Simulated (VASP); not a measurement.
# ZnGeP2 (I-42d) in VASP: relaxation of cell and atoms with r2SCAN

Aim: the relaxation of cell and atoms of ZnGeP2 with r2SCAN.

All numbers are computed with VASP 6.6.1; they aren't measurements. Logs are shortened: lines on timing, memory, paths and dates and some standing lists are left out, and cuts for length are marked.

## Step 1: The cell of the first run

Symmetry: I-42d, No. 122, tetragonal system. Conventional cell: a = 5.500 Å, b = 5.500 Å, c = 10.842 Å, α = 90.00°, β = 90.00°, γ = 90.00°. Zn (site symmetry -4) has 4 P at 2.38 Å within 3.1 Å. Within 3.1 Å of Ge (site symmetry -4) lie 4 P at 2.36 Å. P (site symmetry 2) has 2 Ge at 2.36 Å and 2 Zn at 2.38 Å within 3.1 Å.

## Step 2: Relaxation of cell and atoms, r2SCAN

The input, POSCAR:

```
ZnGeP2
1.0
   -2.7500549964      2.7500549964      5.4211467070
    2.7500549964     -2.7500549964      5.4211467070
    2.7500549964      2.7500549964     -5.4211467070
Zn Ge P
2 2 4
Direct
    0.0000000000      0.0000000000      0.0000000000
    0.7500000000      0.2500000000      0.5000000000
    0.5000000000      0.5000000000      0.0000000000
    0.2500000000      0.7500000000      0.5000000000
    0.3750000000      0.3783565562      0.5033565562
    0.6216434438      0.1250000000      0.9966434438
    0.8750000000      0.8716434438      0.4966434438
    0.1283565562      0.6250000000      0.0033565562
```

The input, INCAR.step1:

```
SYSTEM = ZnGeP2
ALGO     = Normal         ! electronic algorithm
EDIFF    = 1E-5           ! SCF threshold, eV
EDIFFG   = -0.005         ! ionic threshold
ENCUT    = 550            ! plane-wave cutoff, eV
GGA      = PE             ! functional
GGA_COMPAT= .FALSE.      
IBRION   = 2              ! ionic algorithm
ISIF     = 3              ! what is computed and relaxed
ISMEAR   = -1             ! smearing method
KPAR     = 4            
LASPH    = .TRUE.         ! aspherical terms in the spheres
LCHARG   = .FALSE.        ! write CHGCAR
LREAL    = .FALSE.        ! projectors in reciprocal space
LWAVE    = .TRUE.         ! write WAVECAR
NELM     = 120            ! most SCF steps
NELMIN   = 4            
NSW      = 100            ! ionic steps
PREC     = Accurate       ! precision mode
SIGMA    = 0.02           ! smearing width, eV
```

The input, INCAR.step2:

```
SYSTEM = ZnGeP2
ALGO     = Normal         ! electronic algorithm
EDIFF    = 1E-7           ! SCF threshold, eV
EDIFFG   = -0.005         ! ionic threshold
ENCUT    = 550            ! plane-wave cutoff, eV
GGA_COMPAT= .FALSE.      
IBRION   = 2              ! ionic algorithm
ISIF     = 3              ! what is computed and relaxed
ISMEAR   = -1             ! smearing method
ISTART   = 1            
KPAR     = 4            
LASPH    = .TRUE.         ! aspherical terms in the spheres
LCHARG   = .FALSE.        ! write CHGCAR
LMIXTAU  = .TRUE.       
LREAL    = .FALSE.        ! projectors in reciprocal space
LWAVE    = .FALSE.        ! write WAVECAR
METAGGA  = R2SCAN         ! meta-GGA
NELM     = 120            ! most SCF steps
NELMIN   = 4            
NSW      = 80             ! ionic steps
PREC     = Accurate       ! precision mode
SIGMA    = 0.02           ! smearing width, eV
```

The input, KPOINTS:

```
k-points
0
G
  6 6 6
  0 0 0
```

Potentials or basis: VASP PAW PBE potentials, release 64 (Zn, Ge_d, P).

On the command line:

```console
cat potpaw_PBE.64/Zn/POTCAR potpaw_PBE.64/Ge_d/POTCAR potpaw_PBE.64/P/POTCAR > POTCAR
cp INCAR.step1 INCAR
mpirun -np 4 vasp_std > vasp.out
cp INCAR.step2 INCAR
mpirun -np 4 vasp_std > vasp.out
```

OUTCAR:

```text
SYSTEM = ZnGeP2
   EDIFF = 1E-7
   EDIFFG = -0.005
   ENCUT = 550
   IBRION = 2
   ISIF = 3
   ISMEAR = -1
   ISTART = 1
   LASPH = .TRUE.
   LREAL = .FALSE.
   METAGGA = R2SCAN
   NELM = 120
   NELMIN = 4
   NSW = 80
   PREC = Accurate

 ion  position               nearest neighbor table
   1  0.000  0.000  0.000-   5 2.38   6 2.38   7 2.38   8 2.38
   2  0.750  0.250  0.500-   8 2.38   7 2.38   6 2.38   5 2.38
   3  0.500  0.500  0.000-   5 2.36   6 2.36   7 2.36   8 2.36
   4  0.250  0.750  0.500-   5 2.36   6 2.36   7 2.36   8 2.36
   5  0.375  0.378  0.503-   3 2.36   4 2.36   1 2.38   2 2.38
   6  0.622  0.125  0.997-   3 2.36   4 2.36   2 2.38   1 2.38
   7  0.875  0.872  0.497-   3 2.36   4 2.36   1 2.38   2 2.38
   8  0.128  0.625  0.003-   3 2.36   4 2.36   2 2.38   1 2.38

  LATTYP: Found a body centered tetragonal cell.
 ALAT       =     5.5001099928
 C/A-ratio  =     1.9712866521

  Lattice vectors:

 A1 = (  -2.7500549964,   2.7500549964,   5.4211467070)
 A2 = (   2.7500549964,  -2.7500549964,   5.4211467070)
 A3 = (   2.7500549964,   2.7500549964,  -5.4211467070)

Analysis of symmetry for initial positions (statically):
=====================================================================
 Subroutine PRICEL returns:
 Original cell was already a primitive cell.

 Routine SETGRP: Setting up the symmetry group for a
 body centered tetragonal supercell.

 Subroutine GETGRP returns: Found  8 space group operations
 (whereof  4 operations were pure point group operations)
 out of a pool of 16 trial point group operations.

The static configuration has the point symmetry S_4 .
 The point group associated with its full space group is D_2d.

Analysis of symmetry for dynamics (positions and initial velocities):
=====================================================================
 Subroutine PRICEL returns:
 Original cell was already a primitive cell.

 Routine SETGRP: Setting up the symmetry group for a
 body centered tetragonal supercell.

 Subroutine GETGRP returns: Found  8 space group operations
 (whereof  4 operations were pure point group operations)
 out of a pool of 16 trial point group operations.

The dynamic configuration has the point symmetry S_4 .
 The point group associated with its full space group is D_2d.

 Subroutine INISYM returns: Found  8 space group operations
 (whereof  4 operations are pure point group operations),
 and found     1 'primitive' translations

----------------------------------------------------------------------------------------

                                     Primitive cell

  volume of cell :     163.9962

  direct lattice vectors                    reciprocal lattice vectors
    -2.750054996  2.750054996  5.421146707     0.000000000  0.181814546  0.092231409
     2.750054996 -2.750054996  5.421146707     0.181814546  0.000000000  0.092231409
     2.750054996  2.750054996 -5.421146707     0.181814546  0.181814546  0.000000000

  length of vectors
     6.671914012  6.671914012  6.671914012     0.203870454  0.203870454  0.257124596

  position of ions in fractional coordinates (direct lattice)
     0.000000000  0.000000000  0.000000000
     0.750000000  0.250000000  0.500000000
     0.500000000  0.500000000  0.000000000
     0.250000000  0.750000000  0.500000000
     0.375000000  0.378356556  0.503356556
     0.621643444  0.125000000  0.996643444
     0.875000000  0.871643444  0.496643444
     0.128356556  0.625000000  0.003356556

  ion indices of the primitive-cell ions
   primitive index   ion index
                 1           1
                 2           2
                 3           3
                 4           4
                 5           5
                 6           6
                 7           7
                 8           8

----------------------------------------------------------------------------------------

 KPOINTS: k-points

Automatic generation of k-mesh.
 Grid dimensions read from file:
 generate k-points for:    6    6    6

 Generating k-lattice:

  Cartesian coordinates                     Fractional coordinates (reciprocal lattice)
     0.000000000  0.030302424  0.015371902     0.166666667 -0.000000000  0.000000000
     0.030302424  0.000000000  0.015371902    -0.000000000  0.166666667  0.000000000
     0.030302424  0.030302424  0.000000000     0.000000000  0.000000000  0.166666667

  Length of vectors
     0.033978409  0.033978409  0.042854099

  Shift w.r.t. Gamma in fractional coordinates (k-lattice)
     0.000000000  0.000000000  0.000000000

 Subroutine IBZKPT returns following result:
 ===========================================

 Found     30 irreducible k-points:

 Following reciprocal coordinates:
            Coordinates               Weight
  0.000000  0.000000  0.000000      1.000000
  0.166667  0.000000  0.000000      8.000000
  0.333333  0.000000 -0.000000      8.000000
  0.500000  0.000000 -0.000000      4.000000
  0.166667  0.166667  0.000000      8.000000
  0.333333  0.166667  0.000000     16.000000
[... 16 lines left out ...]
 -0.333333 -0.333333  0.166667      8.000000
 -0.166667 -0.333333  0.166667      8.000000
 [... further k-points ...]
   k-points           NKPTS =     30   k-points in BZ     NKDIM =     30   number of bands    NBANDS=     43
   number of dos      NEDOS =    301   number of ions     NIONS =      8
   total plane-waves  NPLWV = 157464
   dimension x,y,z NGX =    54 NGY =   54 NGZ =   54
   dimension x,y,z NGXF=   108 NGYF=  108 NGZF=  108
   ions per type =               2   2   4
   NGX,Y,Z   is equivalent  to a cutoff of  13.46, 13.46, 13.46 a.u.
   NGXF,Y,Z  is equivalent  to a cutoff of  26.91, 26.91, 26.91 a.u.
 SYSTEM =  ZnGeP2
   PREC   = accura    normal or accurate (medium, high low for compatibility)
   ISTART =      1    job   : 0-new  1-cont  2-samecut
   ICHARG =      0    charge: 1-file 2-atom 10-const
   ISPIN  =      1    spin polarized calculation?
   LNONCOLLINEAR =      F non collinear calculations
   LSORBIT =      F    spin-orbit coupling
   LASPH  =      T    aspherical Exc in radial PAW
   ENCUT  =  550.0 eV  40.42 Ry    6.36 a.u.  12.76 12.76 12.76*2*pi/ulx,y,z
   NELM   =    120;   NELMIN=  4; NELMDL=  0     # of ELM steps
   EDIFF  = 0.1E-06   stopping-criterion for ELM
   LREAL  =      F    real-space projection
   EDIFFG = -.5E-02   stopping-criterion for IOM
   NSW    =     80    number of steps for IOM
   IBRION =      2    ionic relax: 0-MD 1-quasi-New 2-CG
   NFREE  =      1    steps in history (QN), initial steepest desc. (CG)
   ISIF   =      3    stress and relaxation
   ISYM   =      2    0-nonsym 1-usesym 2-fastsym
   POTIM  = 0.5000    time-step for ionic-motion
   TEBEG  =    0.0;   TEEND  =   0.0 temperature during run
   PSTRESS=    0.0 pullay stress
   NELECT =      72.0000    total number of electrons
   NUPDOWN=      -1.0000    fix difference up-down
   EMIN   =  10.00;   EMAX   =-10.00  energy-range for DOS
   EFERMI =   0.00;   METHOD = LEGACY
   ISMEAR =    -1;   SIGMA  =   0.02  broadening in eV -4-tet -1-fermi 0-gaus
   EFERMI_NEDOS =   21; number of points for ismear=-14 and -15
   IALGO  =     38    algorithm
   IMIX   =      4    mixing-type and parameters
     AMIX     =   0.40;   BMIX     =  1.00
     AMIX_MAG =   1.60;   BMIX_MAG =  1.00
  volume/ion in A,a.u.               =      20.50       138.34
  Fermi-wavevector in a.u.,A,eV,Ry     =   1.244250  2.351292 21.063973  1.548158
  Thomas-Fermi vector in A             =   2.378525
   LORBIT       =      0    0 simple, 1 ext, 2 COOP (PROOUT), +10 PAW based schemes
   METAGGA = R2SCAN    functional components
   LHFCALC =     F    Hartree Fock is set to
   AEXX    =    0.0000 exact exchange contribution
   IVDW    =     0    specifies the selected vdW correction
   LEPSILON=     F    determine dielectric tensor
   LRPA    =     F    only Hartree local field effects (RPA)
 conjugate gradient relaxation of ions
 non-spin polarized calculation
  energy-cutoff  :      550.00
  volume of cell :      164.00
 maximum number of plane-waves:      4837
 NGX is ok and might be reduce to    54
   NGX = 25   NGY = 25   NGZ = 25

--------------------------------------- Ionic step        1  -------------------------------------------

 number of electron      71.9999982 magnetization

 Free energy of the ion-electron system (eV)
  ---------------------------------------------------
  ext. energy  EPLUGINS =         0.00000000
  ---------------------------------------------------
  free energy    TOTEN  =       -83.72453797 eV

  energy without entropy =      -83.72453797  energy(sigma->0) =      -83.72453797

------------------------ aborting loop because EDIFF is reached ----------------------------------------

  FORCE on cell =-STRESS in cart. coord.  units (eV):
  Direction    XX          YY          ZZ          XY          YZ          ZX
  --------------------------------------------------------------------------------------
  -------------------------------------------------------------------------------------
  Total       -2.5531632     -2.5531632     -2.5370659      0.0000000     -0.0000000      0.0000000
  in kB      -24.9433766    -24.9433766    -24.7861123      0.0000000     -0.0000000      0.0000000
  external PRESSURE =     -24.8909552 kB  Pullay stress =       0.0000000 kB
[... 27 lines left out ...]
  energy  without entropy=      -83.7245379686  energy(sigma->0) =      -83.72453797

--------------------------------------- Ionic step        2  -------------------------------------------

 number of electron      72.0000027 magnetization

 E-fermi :   4.7898     XC(G=0): -10.6330

 val. band max:        4.3695976649   @ k =   0.0000   0.0000   0.0000
 cond. band min:       5.8703883614   @ k =   0.5000   0.5000   0.5000
 fundamental gap:      1.5007906965
 Fermi energy:         4.7897623951

 k-point     1 :       0.0000    0.0000    0.0000
  band No.  band energies     occupation
      1     -21.2181      2.00000
      2     -21.2167      2.00000
      3     -21.2167      2.00000
      4     -21.2108      2.00000
      5     -21.2039      2.00000
      6     -21.2039      2.00000
[... 1260 lines left out ...]
  energy  without entropy=      -83.7667493283  energy(sigma->0) =      -83.76674933

--------------------------------------- Ionic step        6  -------------------------------------------

 number of electron      72.0000015 magnetization

 Free energy of the ion-electron system (eV)
  ---------------------------------------------------
  ext. energy  EPLUGINS =         0.00000000
  ---------------------------------------------------
  free energy    TOTEN  =       -83.76674463 eV

  energy without entropy =      -83.76674463  energy(sigma->0) =      -83.76674463

 E-fermi :   4.6075     XC(G=0): -10.5553

 val. band max:        4.2122191855   @ k =   0.0000   0.0000   0.0000
 cond. band min:       5.7185687158   @ k =   0.5000   0.5000   0.5000
 fundamental gap:      1.5063495304
 Fermi energy:         4.6075275404

 k-point     1 :       0.0000    0.0000    0.0000
  band No.  band energies     occupation
      1     -21.3575      2.00000
      2     -21.3561      2.00000
      3     -21.3560      2.00000
      4     -21.3507      2.00000
      5     -21.3440      2.00000
      6     -21.3440      2.00000
[... 1130 lines left out ...]
  FREE ENERGIE OF THE ION-ELECTRON SYSTEM (eV)
  ---------------------------------------------------
  free  energy   TOTEN  =       -83.7667446309 eV

  energy  without entropy=      -83.7667446309  energy(sigma->0) =      -83.76674463

 reached required accuracy - stopping structural energy minimisation
```

Run time: 59 min. Hardware: 4 MPI ranks of Intel Xeon Platinum 8488C (Sapphire Rapids), shared host; peak memory 0.63 GiB.

What came out:

```
Free energy                            : -83.7667 eV
Relaxed volume                         : 19.88 Å³/atom
Relaxed cell                           : a = 6.603 Å, b = 6.603 Å, c = 6.603 Å, α = 131.30°, β = 131.30°, γ = 71.33°
Space group after relaxing (to 0.05 Å) : I-42d (No. 122)
Energy gained by relaxing              : 5.3 meV/atom
Ionic steps                            : 6
Pressure after relaxing                : 0.0 GPa
Band gap on the k mesh                 : 1.51 eV, indirect (least direct gap 1.64 eV)
```

The path:
| step | energy change (eV) | largest force (eV/Å) | pressure (GPa) | volume (Å³) |
| --- | --- | --- | --- | --- |
| 1 | 0.0000 | 0.1131 | -2.49 | 164.00 |
| 2 | -0.0323 | 0.0288 | 1.39 | 156.55 |
| 3 | -0.0422 | 0.0198 | 0.05 | 158.89 |
| 4 | -0.0422 | 0.0218 | 0.00 | 158.99 |
| 5 | -0.0422 | 0.0108 | -0.01 | 159.01 |
| 6 | -0.0422 | 0.0001 | -0.01 | 159.03 |

Final structure:
```xyz
8
Lattice="-2.7223 2.7223 5.3647 2.7223 -2.7223 5.3647 2.7223 2.7223 -5.3647" Properties=species:S:1:pos:R:3 pbc="T T T"
Zn    0.0000    0.0000    0.0000
Zn    0.0000    2.7223    2.6824
Ge    0.0000    0.0000    5.3647
Ge    2.7223    0.0000    2.6824
P     1.3849    1.3612    1.3412
P     1.3612    4.0597   -1.3412
P     1.3374    1.3612    6.7059
P     1.3612   -1.3374    4.0236
```

Caveat: the PAW data sets were made with another functional, which shifts forces and pressure a little. A k mesh can miss the band edges.
